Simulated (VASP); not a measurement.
# SiC4 (P6_3/mmc) in VASP: notebook, part 2 of 2

VASP 6.6.1. The steps go on from the part before.

### Step 4. Relaxation of cell and atoms, PBE

This run uses another cell than the first one, of 12.65 Å³/atom, 0.896 times its volume.

File INCAR:

```
SYSTEM = SiC4
ALGO = Normal ; EDIFF = 1E-7
EDIFFG = -0.01 ; ENCUT = 600
GGA = PE ; IBRION = 2
ISIF = 3 ; ISMEAR = 0
LASPH = .True. ; LCHARG = .False.
LREAL = .False. ; LWAVE = .False.
NELM = 100 ; NSW = 100
PREC = Accurate ; SIGMA = 0.1
```

File KPOINTS:

```
k-points
0
Gamma
  18 18 2
  0 0 0
```

File POSCAR:

```
SiC4
1.0
    2.4707142777      0.0000000000      0.0000000000
   -1.2353571388      2.1397013300      0.0000000000
    0.0000000000      0.0000000000     23.9281544146
Si C
2 8
Direct
    0.3333333333      0.6666666667      0.7500000000
    0.6666666667      0.3333333333      0.2500000000
    0.3333333333      0.6666666667      0.9236637383
    0.3333333333      0.6666666667      0.0763289507
    0.3333333333      0.6666666667      0.4236710493
    0.3333333333      0.6666666667      0.5763362617
    0.6666666667      0.3333333333      0.5763289507
    0.6666666667      0.3333333333      0.9236710493
    0.6666666667      0.3333333333      0.0763362617
    0.6666666667      0.3333333333      0.4236637383
```

Potentials or basis: VASP PAW PBE potentials, release 64 (Si, C).

On the command line:

```console
> cat potpaw_PBE.64/Si/POTCAR potpaw_PBE.64/C/POTCAR > POTCAR
> mpirun -np 1 vasp_std > vasp.out
```

OUTCAR:

```text
SYSTEM = SiC4
   EDIFF = 1E-7
   EDIFFG = -0.01
   ENCUT = 600
   GGA = PE
   IBRION = 2
   ISIF = 3
   ISMEAR = 0
   LASPH = .True.
   LREAL = .False.
   NELM = 100
   NSW = 100
   PREC = Accurate

 ion  position               nearest neighbor table
   1  0.333  0.667  0.750-
   2  0.667  0.333  0.250-
   3  0.333  0.667  0.924-   8 1.43   8 1.43   8 1.43
   4  0.333  0.667  0.076-   9 1.43   9 1.43   9 1.43
   5  0.333  0.667  0.424-  10 1.43  10 1.43  10 1.43
   6  0.333  0.667  0.576-   7 1.43   7 1.43   7 1.43
   7  0.667  0.333  0.576-   6 1.43   6 1.43   6 1.43
   8  0.667  0.333  0.924-   3 1.43   3 1.43   3 1.43
   9  0.667  0.333  0.076-   4 1.43   4 1.43   4 1.43
  10  0.667  0.333  0.424-   5 1.43   5 1.43   5 1.43

  LATTYP: Found a hexagonal cell.
 ALAT       =     2.4707142777
 C/A-ratio  =     9.6847112718

  Lattice vectors:

 A1 = (   2.4707142777,   0.0000000000,   0.0000000000)
 A2 = (  -1.2353571388,   2.1397013300,   0.0000000000)
 A3 = (   0.0000000000,   0.0000000000,  23.9281544146)

Analysis of symmetry for initial positions (statically):
=====================================================================
 Subroutine PRICEL returns:
 Original cell was already a primitive cell.

 Routine SETGRP: Setting up the symmetry group for a
 hexagonal supercell.

 Subroutine GETGRP returns: Found 24 space group operations
 (whereof 12 operations were pure point group operations)
 out of a pool of 24 trial point group operations.

The static configuration has the point symmetry D_3d.
 The point group associated with its full space group is D_6h.

Analysis of symmetry for dynamics (positions and initial velocities):
=====================================================================
 Subroutine PRICEL returns:
 Original cell was already a primitive cell.

 Routine SETGRP: Setting up the symmetry group for a
 hexagonal supercell.

 Subroutine GETGRP returns: Found 24 space group operations
 (whereof 12 operations were pure point group operations)
 out of a pool of 24 trial point group operations.

The dynamic configuration has the point symmetry D_3d.
 The point group associated with its full space group is D_6h.

 Subroutine INISYM returns: Found 24 space group operations
 (whereof 12 operations are pure point group operations),
 and found     1 'primitive' translations

----------------------------------------------------------------------------------------

                                     Primitive cell

  volume of cell :     126.4984

  direct lattice vectors                    reciprocal lattice vectors
     2.470714278  0.000000000  0.000000000     0.404741256  0.233677473  0.000000000
    -1.235357139  2.139701330  0.000000000     0.000000000  0.467354946  0.000000000
     0.000000000  0.000000000 23.928154415     0.000000000  0.000000000  0.041791773

  length of vectors
     2.470714278  2.470714278 23.928154415     0.467354946  0.467354946  0.041791773

  position of ions in fractional coordinates (direct lattice)
     0.333333333  0.666666667  0.750000000
     0.666666667  0.333333333  0.250000000
     0.333333333  0.666666667  0.923663738
     0.333333333  0.666666667  0.076328951
     0.333333333  0.666666667  0.423671049
     0.333333333  0.666666667  0.576336262
     0.666666667  0.333333333  0.576328951
     0.666666667  0.333333333  0.923671049
     0.666666667  0.333333333  0.076336262
     0.666666667  0.333333333  0.423663738

  ion indices of the primitive-cell ions
[... 73 lines left out ...]
 SYSTEM =  SiC4
   PREC   = accura    normal or accurate (medium, high low for compatibility)
   ISTART =      0    job   : 0-new  1-cont  2-samecut
   ICHARG =      2    charge: 1-file 2-atom 10-const
   ISPIN  =      1    spin polarized calculation?
   LNONCOLLINEAR =      F non collinear calculations
   LSORBIT =      F    spin-orbit coupling
   LASPH  =      T    aspherical Exc in radial PAW
   ENCUT  =  600.0 eV  44.10 Ry    6.64 a.u.   4.93  4.93 47.79*2*pi/ulx,y,z
   NELM   =    100;   NELMIN=  2; NELMDL= -5     # of ELM steps
   EDIFF  = 0.1E-06   stopping-criterion for ELM
   LREAL  =      F    real-space projection
   EDIFFG = -.1E-01   stopping-criterion for IOM
   NSW    =    100    number of steps for IOM
   IBRION =      2    ionic relax: 0-MD 1-quasi-New 2-CG
   NFREE  =      1    steps in history (QN), initial steepest desc. (CG)
   ISIF   =      3    stress and relaxation
   ISYM   =      2    0-nonsym 1-usesym 2-fastsym
   POTIM  = 0.5000    time-step for ionic-motion
   TEBEG  =    0.0;   TEEND  =   0.0 temperature during run
   PSTRESS=    0.0 pullay stress
   NELECT =      40.0000    total number of electrons
   NUPDOWN=      -1.0000    fix difference up-down
   EMIN   =  10.00;   EMAX   =-10.00  energy-range for DOS
   EFERMI =   0.00;   METHOD = LEGACY
   ISMEAR =     0;   SIGMA  =   0.10  broadening in eV -4-tet -1-fermi 0-gaus
   EFERMI_NEDOS =   21; number of points for ismear=-14 and -15
   IALGO  =     38    algorithm
   IMIX   =      4    mixing-type and parameters
     AMIX     =   0.40;   BMIX     =  1.00
     AMIX_MAG =   1.60;   BMIX_MAG =  1.00
  volume/ion in A,a.u.               =      12.65        85.37
  Fermi-wavevector in a.u.,A,eV,Ry     =   1.115321  2.107651 16.924843  1.243941
  Thomas-Fermi vector in A             =   2.251925
   LORBIT       =      0    0 simple, 1 ext, 2 COOP (PROOUT), +10 PAW based schemes
   GGA     = PE    functional components
   LHFCALC =     F    Hartree Fock is set to
   AEXX    =    0.0000 exact exchange contribution
   IVDW    =     0    specifies the selected vdW correction
   LEPSILON=     F    determine dielectric tensor
   LRPA    =     F    only Hartree local field effects (RPA)
 conjugate gradient relaxation of ions
 non-spin polarized calculation
 Gauss-broadening in eV      SIGMA  =   0.10
  energy-cutoff  :      600.00
  volume of cell :      126.50
 maximum number of plane-waves:      4299
 NGX is ok and might be reduce to    20
   NGX =  9   NGY =  9   NGZ = 95

--------------------------------------- Ionic step        1  -------------------------------------------

 number of electron      39.9999999 magnetization

 Free energy of the ion-electron system (eV)
  ---------------------------------------------------
  ext. energy  EPLUGINS =         0.00000000
  ---------------------------------------------------
  free energy    TOTEN  =       -82.71637686 eV

  energy without entropy =      -82.71120044  energy(sigma->0) =      -82.71378865

------------------------ aborting loop because EDIFF is reached ----------------------------------------

  FORCE on cell =-STRESS in cart. coord.  units (eV):
  Direction    XX          YY          ZZ          XY          YZ          ZX
  --------------------------------------------------------------------------------------
  -------------------------------------------------------------------------------------
  Total       -0.1956374     -0.1956374      0.5102159     -0.0000000     -0.0000000      0.0000000
  in kB       -2.4778645     -2.4778645      6.4621896     -0.0000000     -0.0000000      0.0000000
  external PRESSURE =       0.5021535 kB  Pullay stress =       0.0000000 kB
[... 113 lines left out ...]
  FREE ENERGIE OF THE ION-ELECTRON SYSTEM (eV)
  ---------------------------------------------------
  free  energy   TOTEN  =       -82.7180861277 eV

  energy  without entropy=      -82.7128149291  energy(sigma->0) =      -82.71545053

 E-fermi :   3.8448     XC(G=0):  -9.0961

 val. band max:        3.7552704084   @ k =   0.3333   0.3333   0.0000
 cond. band min:       3.8816790018   @ k =   0.3333   0.0556   0.0000
 fundamental gap:      0.1264085934
 Fermi energy:         3.8448381340

 k-point     1 :       0.0000    0.0000    0.0000
  band No.  band energies     occupation
      1     -15.6073      2.00000
      2     -15.6073      2.00000
      3     -15.5412      2.00000
      4     -15.5412      2.00000
      5      -8.9306      2.00000
      6      -8.9305      2.00000
[... 685 lines left out ...]
     25       6.2791      0.00000
     26       6.3286      0.00000

 [... further k-points ...]

[... ionic steps 4 to 14 ...]

--------------------------------------- Ionic step       15  -------------------------------------------

 number of electron      39.9999999 magnetization

------------------------ aborting loop because EDIFF is reached ----------------------------------------
[... 83 lines left out ...]
--------------------------------------- Ionic step       17  -------------------------------------------

 number of electron      39.9999999 magnetization

 Free energy of the ion-electron system (eV)
  ---------------------------------------------------
  ext. energy  EPLUGINS =         0.00000000
  ---------------------------------------------------
  free energy    TOTEN  =       -82.74125115 eV

  energy without entropy =      -82.73446056  energy(sigma->0) =      -82.73785586

 E-fermi :   3.1790     XC(G=0):  -8.5581

 val. band max:        3.1430034921   @ k =   0.3333   0.3333   0.0000
 cond. band min:       3.2140067030   @ k =   0.3333   0.0556   0.0000
 fundamental gap:      0.0710032108
 Fermi energy:         3.1789882607

 k-point     1 :       0.0000    0.0000    0.0000
  band No.  band energies     occupation
      1     -16.2676      2.00000
      2     -16.2675      2.00000
      3     -16.2441      2.00000
      4     -16.2441      2.00000
      5      -9.5654      2.00000
      6      -9.5654      2.00000
[... 724 lines left out ...]
  FREE ENERGIE OF THE ION-ELECTRON SYSTEM (eV)
  ---------------------------------------------------
  free  energy   TOTEN  =       -82.7412511548 eV

  energy  without entropy=      -82.7344605612  energy(sigma->0) =      -82.73785586

 reached required accuracy - stopping structural energy minimisation
```

Run time: 37 min. Hardware: 1 thread of Oxide Virtual Turin-like, shared host; peak memory 0.39 GiB.

What came out:

```
Free energy                            : -82.7413 eV
Relaxed volume                         : 13.94 Å³/atom
Relaxed cell                           : a = 2.471 Å, b = 2.471 Å, c = 26.378 Å, α = 90.00°, β = 90.00°, γ = 120.00°
Space group after relaxing (to 0.05 Å) : P6_3/mmc (No. 194)
Energy gained by relaxing              : 2.5 meV/atom
Ionic steps                            : 17
Pressure after relaxing                : 0.0 GPa
Largest force after relaxing           : 0.009 eV/Å
Band gap on the k mesh                 : zero (band 20 reaches 3.68 eV, above the bottom of band 21 at 2.71 eV)
```

Forces on the atoms (eV/Å):
```
Si   0.000  0.000  0.000
Si   0.000  0.000  0.000
C    0.000  0.000  0.002
C    0.000  0.000  0.009
C    0.000  0.000 -0.009
C    0.000  0.000 -0.002
C    0.000  0.000  0.009
C    0.000  0.000 -0.009
C    0.000  0.000 -0.002
C    0.000  0.000  0.002
```

Step by step:
```tsv
step	energy change (eV)	largest force (eV/Å)	pressure (GPa)	volume (Å³)
1	0.0000	0.0300	0.05	126.50
2	-0.0014	0.0283	0.51	126.57
3	-0.0017	0.0280	0.82	126.62
4	-0.0022	0.0278	0.81	126.73
5	-0.0037	0.0269	0.75	127.06
6	-0.0065	0.0255	0.65	127.71
7	-0.0112	0.0231	0.45	129.02
8	-0.0178	0.0203	0.06	131.65
9	-0.0228	0.0197	-0.62	136.94
10	-0.0245	0.0111	-0.04	137.67
11	-0.0246	0.0092	0.10	137.84
12	-0.0246	0.0088	0.12	137.88
13	-0.0246	0.0051	0.11	138.13
14	-0.0248	0.0175	0.08	138.87
15	-0.0248	0.0230	0.07	139.19
16	-0.0249	0.0048	-0.09	139.54
17	-0.0249	0.0089	-0.05	139.43
```

Final structure:
```
Si C
1.0
     2.47056    0.00000    0.00000
    -1.23528    2.13957    0.00000
     0.00000    0.00000   26.37817
Si C
2 8
Direct
  0.33333 0.66667 0.75000
  0.66667 0.33333 0.25000
  0.33333 0.66667 0.92131
  0.33333 0.66667 0.07868
  0.33333 0.66667 0.42132
  0.33333 0.66667 0.57869
  0.66667 0.33333 0.57868
  0.66667 0.33333 0.92132
  0.66667 0.33333 0.07869
  0.66667 0.33333 0.42131
```

Levels at points of the mesh, in eV from the Fermi level:
| k point | band 18 | band 19 | band 20 | band 21 | band 22 | band 23 |
| --- | --- | --- | --- | --- | --- | --- |
| (0.00, 0.00, 0.00) | -3.01 | -3.01 | -3.01 | 2.57 | 2.84 | 3.92 |
| (0.50, 0.00, 0.00) | -2.39 | -2.22 | -2.21 | 1.57 | 1.58 | 1.83 |
| (0.00, 0.00, 0.50) | -3.01 | -3.01 | -3.01 | 2.69 | 2.69 | 4.31 |
| (0.50, 0.00, 0.50) | -2.39 | -2.22 | -2.22 | 1.58 | 1.58 | 1.84 |
